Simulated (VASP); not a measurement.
Here is a VASP 6.6.1 calculation.

The input INCAR:

```
SYSTEM = ZnRe2
PREC = Accurate
ENCUT = 520
EDIFF = 1E-7
ISMEAR = 0
SIGMA = 0.1
LREAL = .FALSE.
LASPH = .TRUE.
NELM = 60
ALGO = Fast
ISIF = 2
LWAVE = .FALSE.
LCHARG = .FALSE.
GGA = PE
NBANDS = 35
```

Contents of KPOINTS:

```
regular mesh
0
G
  6 6 6
  0 0 0
```

Contents of POSCAR:

```
ZnRe2
1.0
   -2.0717845089      2.0717845089      5.2076506784
    2.0717845089     -2.0717845089      5.2076506784
    2.0717845089      2.0717845089     -5.2076506784
Zn Re
2 4
Direct
    0.0000000000      0.0000000000      0.0000000000
    0.7500000000      0.2500000000      0.5000000000
    0.2066000000      0.2066000000      0.0000000000
    0.9566000000      0.4566000000      0.5000000000
    0.5434000000      0.0434000000      0.5000000000
    0.7934000000      0.7934000000      0.0000000000
```

Potentials or basis: VASP PAW PBE potentials, release 64 (Zn, Re).

Run with:

```bash
$ cat potpaw_PBE.64/Zn/POTCAR potpaw_PBE.64/Re/POTCAR > POTCAR
$ mpirun -np 1 vasp_std > vasp.out
```

Question: Predict the pressure.

Answer: 89.2 GPa.

Question: Predict the band gap on the k mesh.

Answer: Zero (band 26 reaches 6.66 eV, above the bottom of band 27 at 5.67 eV).

Forces on the atoms (eV/Å):
```
Zn   0.000  0.000  0.000
Zn   0.000  0.000  0.000
Re   0.000  0.000  3.759
Re   0.000  0.000  3.759
Re   0.000  0.000 -3.759
Re   0.000  0.000 -3.759
```

Caveat: spin-orbit coupling is left out, which moves the levels of the heavy elements; forces of over 1 eV/Å act on the atoms, so gaps and moduli don't describe the material at rest.
